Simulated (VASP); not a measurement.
A run of VASP 6.6.1:

File INCAR:

```
ALGO = Normal
EDIFF = 1E-7
ENCUT = 520
GGA = RE
ISIF = 2
ISMEAR = 0
LASPH = True
LCHARG = False
LREAL = False
LWAVE = False
NBANDS = 11
NELM = 80
PREC = Accurate
SIGMA = 0.05
```

The input KPOINTS:

```
k-points
0
Gamma
  10 10 10
```

File POSCAR:

```
AlN
1.0
    0.0000000000      1.9780005664      1.9780005664
    1.9780005664      0.0000000000      1.9780005664
    1.9780005664      1.9780005664      0.0000000000
Al N
1 1
Direct
    0.0000000000      0.0000000000      0.0000000000
    0.5000000000      0.5000000000      0.5000000000
```

Potentials or basis: VASP PAW PBE potentials, release 64 (Al, N).

Command:

```sh
$ cat potpaw_PBE.64/Al/POTCAR potpaw_PBE.64/N/POTCAR > POTCAR
$ mpirun -np 1 vasp_std > vasp.out
```

Hardware: 1 thread of Intel(R) Xeon(R) 6975P-C (Granite Rapids) (shared host).

Q: How long does it take, and how much memory?

A: Run time: 3.3 s on 1 thread of Intel(R) Xeon(R) 6975P-C (Granite Rapids) (shared host), peak memory 0.13 GiB. Counts: scf iterations 13, k points 47.
